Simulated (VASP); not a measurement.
# Mo (P6/mmm) in VASP: notebook

The runs below take Mo through relaxation of cell and atoms, with PBEsol, PBEsol+D3(BJ).

Everything below comes from runs of VASP 6.6.1. Logs are shortened: lines on timing, memory, paths and dates and some standing lists are left out, and cuts for length are marked.

**1. The cell of the first run**

The structure is hexagonal, space group P6/mmm (No. 191). The conventional cell has a = 2.736 Å, b = 2.736 Å, c = 2.555 Å, α = 90.00°, β = 90.00°, γ = 120.00°. Within 3.4 Å of Mo (site symmetry 6/mmm) lie 8 Mo at 2.56 to 2.74 Å.

**2. Relaxation of cell and atoms, PBEsol**

INCAR reads:

```
SYSTEM = Mo
PREC = Accurate
ENCUT = 600
EDIFF = 1E-6
ISMEAR = 1
SIGMA = 0.15
LREAL = .FALSE.
LASPH = .TRUE.
NELM = 80
ALGO = Normal
ISIF = 3
LWAVE = .FALSE.
LCHARG = .FALSE.
GGA = PS
IBRION = 2
NSW = 80
EDIFFG = -0.01
```

KPOINTS reads:

```
Automatic mesh
0
G
  11 11 11
  0 0 0
```

POSCAR reads:

```
Mo
1.0
    2.7355100000      0.0000000000      0.0000000000
   -1.3677550000      2.3690210000      0.0000000000
    0.0000000000      0.0000000000      2.5551810000
Mo
1
Direct
    0.0000000000      0.0000000000      0.5000000000
```

Potentials or basis: VASP PAW PBE potentials, release 64 (Mo_sv).

Started as:

```bash
cat potpaw_PBE.64/Mo_sv/POTCAR > POTCAR
mpirun -np 1 vasp_std > vasp.out
```

OUTCAR:

```text
SYSTEM = Mo
   PREC = Accurate
   ENCUT = 600
   EDIFF = 1E-6
   ISMEAR = 1
   LREAL = .FALSE.
   LASPH = .TRUE.
   NELM = 80
   ISIF = 3
   GGA = PS
   IBRION = 2
   NSW = 80
   EDIFFG = -0.01

 ion  position               nearest neighbor table
   1  0.000  0.000  0.500-

  LATTYP: Found a hexagonal cell.
 ALAT       =     2.7355100000
 C/A-ratio  =     0.9340784717

  Lattice vectors:

 A1 = (   2.7355100000,   0.0000000000,   0.0000000000)
 A2 = (  -1.3677550000,   2.3690210000,   0.0000000000)
 A3 = (   0.0000000000,   0.0000000000,   2.5551810000)

Analysis of symmetry for initial positions (statically):
[... 6 lines left out ...]

 Subroutine GETGRP returns: Found 24 space group operations
 (whereof 24 operations were pure point group operations)
 out of a pool of 24 trial point group operations.

The static configuration has the point symmetry D_6h.

Analysis of symmetry for dynamics (positions and initial velocities):
[... 6 lines left out ...]

 Subroutine GETGRP returns: Found 24 space group operations
 (whereof 24 operations were pure point group operations)
 out of a pool of 24 trial point group operations.

The dynamic configuration has the point symmetry D_6h.

 Subroutine INISYM returns: Found 24 space group operations
 (whereof 24 operations are pure point group operations),
 and found     1 'primitive' translations

----------------------------------------------------------------------------------------

                                     Primitive cell

  volume of cell :      16.5588

  direct lattice vectors                    reciprocal lattice vectors
     2.735510000  0.000000000  0.000000000     0.365562546  0.211057648  0.000000000
    -1.367755000  2.369021000  0.000000000     0.000000000  0.422115296  0.000000000
     0.000000000  0.000000000  2.555181000     0.000000000  0.000000000  0.391361708

  length of vectors
     2.735510000  2.735509868  2.555181000     0.422115275  0.422115296  0.391361708

  position of ions in fractional coordinates (direct lattice)
     0.000000000  0.000000000  0.500000000

  ion indices of the primitive-cell ions
   primitive index   ion index
                 1           1

----------------------------------------------------------------------------------------

 KPOINTS: Automatic mesh

Automatic generation of k-mesh.
 Grid dimensions read from file:
 generate k-points for:   11   11   11

 Generating k-lattice:

  Cartesian coordinates                     Fractional coordinates (reciprocal lattice)
     0.033232959  0.019187059  0.000000000     0.090909091  0.000000000  0.000000000
     0.000000000  0.038374118  0.000000000     0.000000000  0.090909091  0.000000000
     0.000000000  0.000000000  0.035578337     0.000000000  0.000000000  0.090909091

  Length of vectors
     0.038374116  0.038374118  0.035578337

  Shift w.r.t. Gamma in fractional coordinates (k-lattice)
     0.000000000  0.000000000  0.000000000

 Subroutine IBZKPT returns following result:
 ===========================================

 Found     96 irreducible k-points:

 Following reciprocal coordinates:
            Coordinates               Weight
  0.000000  0.000000  0.000000      1.000000
  0.090909  0.000000  0.000000      6.000000
  0.181818  0.000000  0.000000      6.000000
  0.272727  0.000000  0.000000      6.000000
  0.363636 -0.000000  0.000000      6.000000
  0.454545  0.000000  0.000000      6.000000
[... 16 lines left out ...]
  0.090909  0.090909  0.090909     12.000000
  0.181818  0.090909  0.090909     24.000000
 [... further k-points ...]
   k-points           NKPTS =     96   k-points in BZ     NKDIM =     96   number of bands    NBANDS=     11
   number of dos      NEDOS =    301   number of ions     NIONS =      1
   total plane-waves  NPLWV =  11520
   dimension x,y,z NGX =    24 NGY =   24 NGZ =   20
   dimension x,y,z NGXF=    48 NGYF=   48 NGZF=   40
   ions per type =               1
   NGX,Y,Z   is equivalent  to a cutoff of  14.59, 14.59, 13.01 a.u.
   NGXF,Y,Z  is equivalent  to a cutoff of  29.17, 29.17, 26.02 a.u.
 SYSTEM =  Mo
   PREC   = accura    normal or accurate (medium, high low for compatibility)
   ISTART =      0    job   : 0-new  1-cont  2-samecut
   ICHARG =      2    charge: 1-file 2-atom 10-const
   ISPIN  =      1    spin polarized calculation?
   LNONCOLLINEAR =      F non collinear calculations
   LSORBIT =      F    spin-orbit coupling
   LASPH  =      T    aspherical Exc in radial PAW
   ENCUT  =  600.0 eV  44.10 Ry    6.64 a.u.   5.46  5.46  5.10*2*pi/ulx,y,z
   NELM   =     80;   NELMIN=  2; NELMDL= -5     # of ELM steps
   EDIFF  = 0.1E-05   stopping-criterion for ELM
   LREAL  =      F    real-space projection
   EDIFFG = -.1E-01   stopping-criterion for IOM
   NSW    =     80    number of steps for IOM
   IBRION =      2    ionic relax: 0-MD 1-quasi-New 2-CG
   NFREE  =      1    steps in history (QN), initial steepest desc. (CG)
   ISIF   =      3    stress and relaxation
   ISYM   =      2    0-nonsym 1-usesym 2-fastsym
   POTIM  = 0.5000    time-step for ionic-motion
   TEBEG  =    0.0;   TEEND  =   0.0 temperature during run
   PSTRESS=    0.0 pullay stress
   NELECT =      14.0000    total number of electrons
   NUPDOWN=      -1.0000    fix difference up-down
   EMIN   =  10.00;   EMAX   =-10.00  energy-range for DOS
   EFERMI =   0.00;   METHOD = LEGACY
   ISMEAR =     1;   SIGMA  =   0.15  broadening in eV -4-tet -1-fermi 0-gaus
   EFERMI_NEDOS =   21; number of points for ismear=-14 and -15
   IALGO  =     38    algorithm
   IMIX   =      4    mixing-type and parameters
     AMIX     =   0.40;   BMIX     =  1.00
     AMIX_MAG =   1.60;   BMIX_MAG =  1.00
  volume/ion in A,a.u.               =      16.56       111.74
  Fermi-wavevector in a.u.,A,eV,Ry     =   1.548013  2.925320 32.604234  2.396344
  Thomas-Fermi vector in A             =   2.653024
   LORBIT       =      0    0 simple, 1 ext, 2 COOP (PROOUT), +10 PAW based schemes
   GGA     = PS    functional components
   LHFCALC =     F    Hartree Fock is set to
   AEXX    =    0.0000 exact exchange contribution
   IVDW    =     0    specifies the selected vdW correction
   LEPSILON=     F    determine dielectric tensor
   LRPA    =     F    only Hartree local field effects (RPA)
 conjugate gradient relaxation of ions
 non-spin polarized calculation
 Methfessel and Paxton  Order N= 1 SIGMA  =   0.15
  energy-cutoff  :      600.00
  volume of cell :       16.56
 maximum number of plane-waves:       575
 NGX is ok and might be reduce to    24
   NGX = 11   NGY = 11   NGZ = 11

--------------------------------------- Ionic step        1  -------------------------------------------

 number of electron      13.9999998 magnetization

 Free energy of the ion-electron system (eV)
  ---------------------------------------------------
  ext. energy  EPLUGINS =         0.00000000
  ---------------------------------------------------
  free energy    TOTEN  =       -10.87214237 eV

  energy without entropy =      -10.87176310  energy(sigma->0) =      -10.87201595

------------------------ aborting loop because EDIFF is reached ----------------------------------------

  FORCE on cell =-STRESS in cart. coord.  units (eV):
  Direction    XX          YY          ZZ          XY          YZ          ZX
  --------------------------------------------------------------------------------------
  -------------------------------------------------------------------------------------
  Total       -0.0063184     -0.0063184     -1.3272906      0.0000000     -0.0000000      0.0000000
  in kB       -0.6113442     -0.6113441   -128.4244523      0.0000000     -0.0000000      0.0000000
  external PRESSURE =     -43.2157136 kB  Pullay stress =       0.0000000 kB
[... 230 lines left out ...]
  energy  without entropy=      -10.8938648220  energy(sigma->0) =      -10.89278002

--------------------------------------- Ionic step        8  -------------------------------------------

 number of electron      13.9999999 magnetization

 Free energy of the ion-electron system (eV)
  ---------------------------------------------------
  ext. energy  EPLUGINS =         0.00000000
  ---------------------------------------------------
  free energy    TOTEN  =       -10.89224746 eV

  energy without entropy =      -10.89385825  energy(sigma->0) =      -10.89278439

 E-fermi :  11.6442     XC(G=0): -13.2273

 val. band max:       11.6414061388   @ k =   0.0909   0.0909   0.0000
 cond. band min:      11.6776431847   @ k =   0.3636  -0.0000   0.3636
 fundamental gap:      0.0362370460
 Fermi energy:        11.6442136977

 k-point     1 :       0.0000    0.0000    0.0000
  band No.  band energies     occupation
      1     -49.2492      2.00000
      2     -22.5644      2.00000
      3     -22.5644      2.00000
      4     -22.2734      2.00000
      5       4.8453      2.00000
      6       7.2178      2.00000
      7      10.7277      2.00000
      8      10.7277      2.00000
      9      16.0898      0.00000
     10      16.0898      0.00000
     11      24.4921      0.00000
[... 309 lines left out ...]
 k-point    24 :       0.1818    0.0909    0.0909
  band No.  band energies     occupation
      1     -49.1235      2.00000
      2     -23.1778      2.00000
      3     -22.7218      2.00000
      4     -22.3862      2.00000
      5       6.9054      2.00000
      6       8.2963      2.00000
      7       9.5118      2.00000
      8      12.8100     -0.00000
      9      14.2134     -0.00000
     10      15.2412      0.00000
     11      26.7252      0.00000

 [... further k-points ...]
[... 5 lines left out ...]
  --------------------------------------------------------------------------------------
  -------------------------------------------------------------------------------------
  Total       -0.0030086     -0.0030086     -0.0046048      0.0000000     -0.0000000      0.0000000
  in kB       -0.2969097     -0.2969096     -0.4544397      0.0000000     -0.0000000      0.0000000
  external PRESSURE =      -0.3494197 kB  Pullay stress =       0.0000000 kB
[... 16 lines left out ...]
  FREE ENERGIE OF THE ION-ELECTRON SYSTEM (eV)
  ---------------------------------------------------
  free  energy   TOTEN  =       -10.8922474601 eV

  energy  without entropy=      -10.8938582466  energy(sigma->0) =      -10.89278439

 reached required accuracy - stopping structural energy minimisation
```

Wall time 33 s (1 thread of Intel Xeon Platinum 8375C at 2.90GHz (Ice Lake), shared host); peak memory 0.16 GiB.

What came out:

- Free energy: -10.8922 eV
- Relaxed volume: 16.23 Å³/atom
- Relaxed cell: a = 2.747 Å, b = 2.747 Å, c = 2.484 Å, α = 90.00°, β = 90.00°, γ = 120.00°
- Space group after relaxing (to 0.05 Å): P6/mmm (No. 191)
- Energy gained by relaxing: 20.1 meV/atom
- Ionic steps: 8
- Pressure after relaxing: 0.0 GPa
- Band gap on the k mesh: zero (band 7 reaches 12.47 eV, above the bottom of band 8 at 10.73 eV)

Step by step:
| step | energy change (eV) | largest force (eV/Å) | pressure (GPa) | volume (Å³) |
| --- | --- | --- | --- | --- |
| 1 | 0.0000 | 0.0000 | -4.32 | 16.56 |
| 2 | 0.0265 | 0.0000 | 13.06 | 15.49 |
| 3 | -0.0189 | 0.0000 | 1.45 | 16.13 |
| 4 | -0.0190 | 0.0000 | 1.69 | 16.12 |
| 5 | -0.0175 | 0.0000 | -2.14 | 16.40 |
| 6 | -0.0201 | 0.0000 | 0.11 | 16.23 |
| 7 | -0.0201 | 0.0000 | -0.15 | 16.25 |
| 8 | -0.0201 | 0.0000 | -0.03 | 16.23 |

Final structure:
```
Mo
1.0
     2.74705    0.00000    0.00000
    -1.37352    2.37901    0.00000
     0.00000    0.00000    2.48419
Mo
1
Cartesian
  0.0000 0.0000 1.2421
```

Caveat: the PAW data sets were made with another functional, which shifts forces and pressure a little.

**3. Relaxation of cell and atoms, PBEsol+D3(BJ)**

INCAR reads:

```
  PREC = Accurate
  ENCUT = 600
  EDIFF = 1E-6
  ISMEAR = 1
  SIGMA = 0.15
  LREAL = False
  LASPH = True
  NELM = 100
  ALGO = Normal
  ISIF = 3
  LWAVE = False
  LCHARG = False
  GGA = PS
  IVDW = 12
  IBRION = 2
  NSW = 80
  EDIFFG = -0.01
```

KPOINTS reads:

```
Automatic mesh
0
Gamma
  11 11 11
```

POSCAR is that of step 2.

Potentials or basis: VASP PAW PBE potentials, release 64 (Mo_sv).

Started as:

```bash
cat potpaw_PBE.64/Mo_sv/POTCAR > POTCAR
mpirun -np 1 vasp_std > vasp.out
```

OUTCAR:

```text
PREC = Accurate
   ENCUT = 600
   EDIFF = 1E-6
   ISMEAR = 1
   LREAL = False
   LASPH = True
   NELM = 100
   ISIF = 3
   GGA = PS
   IVDW = 12
   IBRION = 2
   NSW = 80
   EDIFFG = -0.01
 IVDW          = 12

 ion  position               nearest neighbor table
   1  0.000  0.000  0.500-

  LATTYP: Found a hexagonal cell.
 ALAT       =     2.7355100000
 C/A-ratio  =     0.9340784717

  Lattice vectors:

 A1 = (   2.7355100000,   0.0000000000,   0.0000000000)
 A2 = (  -1.3677550000,   2.3690210000,   0.0000000000)
 A3 = (   0.0000000000,   0.0000000000,   2.5551810000)

Analysis of symmetry for initial positions (statically):
[... 6 lines left out ...]

 Subroutine GETGRP returns: Found 24 space group operations
 (whereof 24 operations were pure point group operations)
 out of a pool of 24 trial point group operations.

The static configuration has the point symmetry D_6h.

Analysis of symmetry for dynamics (positions and initial velocities):
[... 6 lines left out ...]

[... 354 lines left out ...]
  ---------------------------------------------------
  free energy    TOTEN  =       -10.88188743 eV

  energy without entropy =      -10.88325186  energy(sigma->0) =      -10.88234224

 E-fermi :  12.1008     XC(G=0): -13.3919

 val. band max:       12.0824675123   @ k =   0.0909   0.0909   0.0000
 cond. band min:      12.1103864501   @ k =   0.2727   0.0909   0.2727
 fundamental gap:      0.0279189378
 Fermi energy:        12.1007876932

 k-point     1 :       0.0000    0.0000    0.0000
  band No.  band energies     occupation
      1     -48.8084      2.00000
      2     -22.0518      2.00000
      3     -22.0518      2.00000
      4     -21.7459      2.00000
      5       5.2100      2.00000
      6       7.5129      2.00000
      7      11.1297      2.00000
      8      11.1297      2.00000
      9      16.7265      0.00000
     10      16.7265      0.00000
     11      24.9678      0.00000
[... 309 lines left out ...]
 k-point    24 :       0.1818    0.0909    0.0909
  band No.  band energies     occupation
      1     -48.6675      2.00000
      2     -22.7270      2.00000
      3     -22.2250      2.00000
      4     -21.8665      2.00000
      5       7.3190      2.00000
      6       8.6370      2.00000
      7       9.8765      2.00000
      8      13.2996     -0.00000
      9      14.7525     -0.00000
     10      15.8334      0.00000
     11      27.4823      0.00000

 [... further k-points ...]

------------------------ aborting loop because EDIFF is reached ----------------------------------------

 Edisp (eV)   -0.69876

 E8    (eV) :    -0.4865
[... 24 lines left out ...]
  FREE ENERGIE OF THE ION-ELECTRON SYSTEM (eV)
  ---------------------------------------------------
  free  energy   TOTEN  =       -11.5806443146 eV

  energy  without entropy=      -11.5820087384  energy(sigma->0) =      -11.58109912

 reached required accuracy - stopping structural energy minimisation
```

CONTCAR:

```text
Mo
   1.00000000000000
     2.7193926668377744    0.0000000000000000    0.0000000000000000
    -1.3596963334188872    2.3550629827877336   -0.0000000000000000
     0.0000000000000000   -0.0000000000000000    2.4615200648374080
  Mo
     1
Direct
     0.0000000000000000    0.0000000000000000    0.5000000000000000

  0.00000000E+00  0.00000000E+00  0.00000000E+00
```

Run time: 42 s. Hardware: 1 thread of Intel Xeon Platinum 8375C at 2.90GHz (Ice Lake), shared host; peak memory 0.17 GiB.

Results:

* Free energy: -11.5806 eV
* Relaxed volume: 15.76 Å³/atom
* Relaxed cell: a = 2.719 Å, b = 2.719 Å, c = 2.462 Å, α = 90.00°, β = 90.00°, γ = 120.00°
* Space group after relaxing (to 0.05 Å): P6/mmm (No. 191)
* Energy gained by relaxing: 44.1 meV/atom
* Ionic steps: 10
* Pressure after relaxing: 0.0 GPa
* Band gap on the k mesh: zero (band 7 reaches 13.01 eV, above the bottom of band 8 at 11.13 eV)
* Dispersion energy per atom: -0.699 eV

Stress tensor (GPa, compression positive):
```
-0.02  0.00  0.00
 0.00 -0.02  0.00
 0.00  0.00  0.08
```

The path:
| step | energy change (eV) | largest force (eV/Å) | pressure (GPa) | volume (Å³) |
| --- | --- | --- | --- | --- |
| 1 | 0.0000 | 0.0000 | -10.90 | 16.56 |
| 2 | 0.1842 | 0.0000 | 39.95 | 13.98 |
| 3 | -0.0419 | 0.0000 | 0.57 | 15.72 |
| 4 | -0.0421 | 0.0000 | 1.18 | 15.68 |
| 5 | -0.0421 | 0.0000 | 1.45 | 15.67 |
| 6 | -0.0406 | 0.0000 | -0.68 | 15.83 |
| 7 | -0.0440 | 0.0000 | 0.47 | 15.73 |
| 8 | -0.0440 | 0.0000 | 0.48 | 15.74 |
| 9 | -0.0439 | 0.0000 | -0.83 | 15.82 |
| 10 | -0.0441 | 0.0000 | 0.01 | 15.76 |

Final structure:
```cif
data_structure
_symmetry_space_group_name_H-M 'P 1'
_symmetry_Int_Tables_number 1
_cell_length_a 2.7194
_cell_length_b 2.7194
_cell_length_c 2.4615
_cell_angle_alpha 90.000
_cell_angle_beta 90.000
_cell_angle_gamma 120.000
_cell_volume 15.76
loop_
_atom_site_label
_atom_site_type_symbol
_atom_site_fract_x
_atom_site_fract_y
_atom_site_fract_z
_atom_site_occupancy
Mo1 Mo 0.00000 0.00000 0.50000 1
```

Caveat: the PAW data sets were made with another functional, which shifts forces and pressure a little; pairwise dispersion overbinds metals, which lowers pressure and volume.
